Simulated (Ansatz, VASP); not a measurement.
# TiO2: VASP beside Ansatz

The input INCAR:

```
SYSTEM = TiO2
  PREC = Accurate
  ENCUT = 520
  EDIFF = 1E-7
  ISMEAR = 0
  SIGMA = 0.05
  LREAL = .FALSE.
  LASPH = .TRUE.
  NELM = 100
  ALGO = Normal
  ISIF = 2
  LWAVE = .FALSE.
  LCHARG = .FALSE.
  GGA = PS
  NBANDS = 33
```

The input KPOINTS:

```
Automatic mesh
0
G
  8 8 10
  0 0 0
```

File POSCAR:

```
TiO2
1.0
    4.6541492397      0.0000000000      0.0000000000
    0.0000000000      4.6541492397      0.0000000000
    0.0000000000      0.0000000000      2.8600888465
Ti O
2 4
Direct
    0.0000000000      0.0000000000      0.0000000000
    0.5000000000      0.5000000000      0.5000000000
    0.3044387440      0.3044387440      0.0000000000
    0.1955612560      0.8044387440      0.5000000000
    0.6955612560      0.6955612560      0.0000000000
    0.8044387440      0.1955612560      0.5000000000
```

Input for Ansatz:

```yaml
crystal:
  lattice:
    - [4.6541492397, 0.0, 0.0]
    - [0.0, 4.6541492397, 0.0]
    - [0.0, 0.0, 2.8600888465]
  atoms:
    - { symbol: Ti, position: [0.0, 0.0, 0.0] }
    - { symbol: Ti, position: [0.5, 0.5, 0.5] }
    - { symbol: O, position: [0.304438744, 0.304438744, 0.0] }
    - { symbol: O, position: [0.195561256, 0.804438744, 0.5] }
    - { symbol: O, position: [0.695561256, 0.695561256, 0.0] }
    - { symbol: O, position: [0.804438744, 0.195561256, 0.5] }
basis:
  ecutwfc: 420
kpoints:
  mp_grid: { grid: [8, 8, 10] }
hamiltonian:
  xc: pbesol
scf:
  occupations: { method: gaussian, width: 0.05 }
output:
  forces: true
  stress: true
  eigenvalues: true
```

Alike in both runs: task single point; functional PBEsol; k mesh 8 × 8 × 10; occupations gaussian, width 0.05 eV; no spin polarisation.

|  | VASP | Ansatz |
| --- | --- | --- |
| version | VASP 6.6.1 | Ansatz 0.2.0 |
| potentials or method | VASP PAW PBE potentials, release 64 (Ti_sv, O), cutoff 520 eV | scalar-relativistic, plane waves, PAW |
| valence electrons in the cell | 48 | 48 |

VASP gave:

```
gap on the k mesh at the Fermi level (eV)                     : 1.92
least direct gap on the mesh (eV)                             : 1.92
pressure (GPa)                                                : 2.7
traceless stress, the component that is largest in VASP (GPa) : 8.22
rms of the force components (eV/Å)                            : 0.035
```

**Question.** Which values does Ansatz return?

**Answer.** gap on the k mesh at the Fermi level (eV): 1.95; least direct gap on the mesh (eV): 1.95; pressure (GPa): 2.0; traceless stress, the component that is largest in VASP (GPa): 7.99; rms of the force components (eV/Å): 0.018.

VASP's potentials were made for PBE, not for PBEsol. Atom by atom the forces differ by 0.018 eV/Å (rms over components).
